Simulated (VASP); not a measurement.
Wanted: the native input for a VASP 6.6.1 run.

| Quantity | Value |
| --- | --- |
| Task | single point |
| Functional | PBEsol |
| Potentials or basis | VASP PAW PBE potentials, release 64 (Sn_d) |
| Cutoff | 520 eV |
| k mesh | 11 × 11 × 11 |
| Occupations | fermi-dirac, width 0.136057 eV |
| Spin | no spin polarisation |
| Dipole correction | no |
| Further INCAR settings | ALGO = Normal; EDIFF = 1e-07; NBANDS = 13 |

The structure of Sn lies in POSCAR:

```
Sn
1.0
    3.0468928314      0.0000000000      0.0000000000
    0.0000000000      3.0468928314      0.0000000000
    0.0000000000      0.0000000000      3.0468928314
Sn
1
Direct
    0.0000000000      0.0000000000      0.0000000000
```

These files were run (other wordings do the same):

INCAR

```
SYSTEM = Sn
ALGO = Normal
EDIFF = 1E-7
ENCUT = 520
GGA = PS
ISIF = 2
ISMEAR = -1
LASPH = .True.
LCHARG = .False.
LREAL = .False.
LWAVE = .False.
NBANDS = 13
NELM = 80
PREC = Accurate
SIGMA = 0.13605693000000002
```

KPOINTS

```
k-points
0
Gamma
  11 11 11
  0 0 0
```

Potentials or basis: VASP PAW PBE potentials, release 64 (Sn_d).

Launch:

```console
$ cat potpaw_PBE.64/Sn_d/POTCAR > POTCAR
$ mpirun -np 1 vasp_std > vasp.out
```

Results of the run:

| Property | Result |
| --- | --- |
| Pressure | -0.6 GPa |
| Band gap on the k mesh | zero (band 7 reaches 12.63 eV, above the bottom of band 8 at 5.34 eV) |

Caveat: the PAW data sets were made with another functional, which shifts forces and pressure a little; spin-orbit coupling is left out, which moves the levels of the heavy elements.

Wall time 4.8 s on 1 thread of Intel(R) Xeon(R) 6975P-C (Granite Rapids), on a shared host, peak memory 0.14 GiB.
